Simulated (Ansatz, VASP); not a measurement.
## Cu: VASP beside Ansatz

Contents of INCAR:

```
SYSTEM = Cu
  ALGO = Normal
  EDIFF = 1E-8
  ENCUT = 520
  GGA = PS
  ISIF = 2
  ISMEAR = -1
  LASPH = .TRUE.
  LCHARG = .FALSE.
  LEFG = .TRUE.
  LREAL = .FALSE.
  LWAVE = .FALSE.
  NBANDS = 12
  NELM = 60
  PREC = Accurate
  SIGMA = 0.08
```

Contents of KPOINTS:

```
k-points
0
G
  19 19 19
  0 0 0
```

File POSCAR:

```
Cu
1.0
    0.0000000000      1.8075000000      1.7532750000
    1.8075000000      0.0000000000      1.7532750000
    1.8075000000      1.8075000000      0.0000000000
Cu
1
Direct
    0.0000000000      0.0000000000      0.0000000000
```

Input for Ansatz:

```yaml
crystal:
  lattice:
    - [0.0, 1.8075, 1.753275]
    - [1.8075, 0.0, 1.753275]
    - [1.8075, 1.8075, 0.0]
  atoms:
    - { symbol: Cu, position: [0.0, 0.0, 0.0] }
kpoints:
  mp_grid: { grid: [19, 19, 19] }
scf:
  occupations: { method: fermi_dirac, width: 0.08 }
hamiltonian:
  xc: pbesol
  pseudopotentials: { kind: paw }
output:
  forces: true
  stress: true
  eigenvalues: true
  efg: { contact_densities: true }
```

Change from the starting cell: zz strain of -3 %, PAW files.

Alike in both runs: task electric field gradients; functional PBEsol; k mesh 19 × 19 × 19; occupations fermi-dirac, width 0.08 eV; no spin polarisation.

|  | VASP | Ansatz |
| --- | --- | --- |
| version | VASP 6.6.1 | Ansatz 0.2.0 |
| potentials or method | VASP PAW PBE potentials, release 64 (Cu) | PAW with Ansatz's default frozen-core files, scalar-relativistic |
| plane-wave cutoff (eV) | 520 | 420 |
| valence electrons in the cell | 11 | 19 |

VASP gave:

* pressure (GPa): -1.4
* traceless stress, the component that is largest in VASP (GPa): 0.89
* size of Vzz on the site where it differs most (V/Å²): 0.2

Question: What did Ansatz give for the same quantities?

Answer: Pressure (GPa): -2.1; traceless stress, the component that is largest in VASP (GPa): 0.91; size of Vzz on the site where it differs most (V/Å²): 0.3.

VASP's potentials were made for PBE, not for PBEsol. VASP's potentials hold 11 valence electrons a cell and Ansatz's 19, so a difference there can come from the potentials and not from the codes.
